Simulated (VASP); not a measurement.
Runs of VASP 6.6.1 on BN. The structure is that of space group P6_3/mmc (No. 194), or close to it. The cells are those of the table. 

```csv
cell,gap on the mesh (eV),pressure (GPa)
"a = 2.697, b = 2.697, c = 5.740 Å, angles 90.0, 90.0, 120.0°, 4 atoms",3.50,-41.4
"a = 2.464, b = 2.464, c = 6.881 Å, angles 90.0, 90.0, 120.0°, 4 atoms",(b),12.7
"a = 2.643, b = 2.643, c = 5.977 Å, angles 90.0, 90.0, 120.0°, 4 atoms",3.76,-31.9
"a = 2.575, b = 2.575, c = 6.301 Å, angles 90.0, 90.0, 120.0°, 4 atoms",3.91,-17.4
"a = 2.426, b = 2.426, c = 7.098 Å, angles 90.0, 90.0, 120.0°, 4 atoms",4.43,25.0
"a = 2.538, b = 2.538, c = 6.482 Å, angles 90.0, 90.0, 120.0°, 4 atoms",(a),-8.5
"a = 2.294, b = 2.294, c = 7.934 Å, angles 90.0, 90.0, 120.0°, 4 atoms",4.05,77.1
"a = 2.356, b = 2.356, c = 7.522 Å, angles 90.0, 90.0, 120.0°, 4 atoms",(c),50.6
```

Alike in all rows: task single point; level PBEsol; potentials or basis VASP PAW PBE potentials, release 64 (B, N); no spin polarisation; k mesh 12 × 12 × 4; cutoff (eV) 520; smearing gaussian 0.05 eV.

Problem. Fill in the values left out.

Solution. (a) 4.04; (b) 4.30; (c) 4.32.

Caveats: the PAW data sets were made with another functional, which shifts forces and pressure a little; this functional lacks dispersion, which binds the layers, so the pressure and a relaxed spacing across them are unreliable.

A k mesh can miss the band edges.
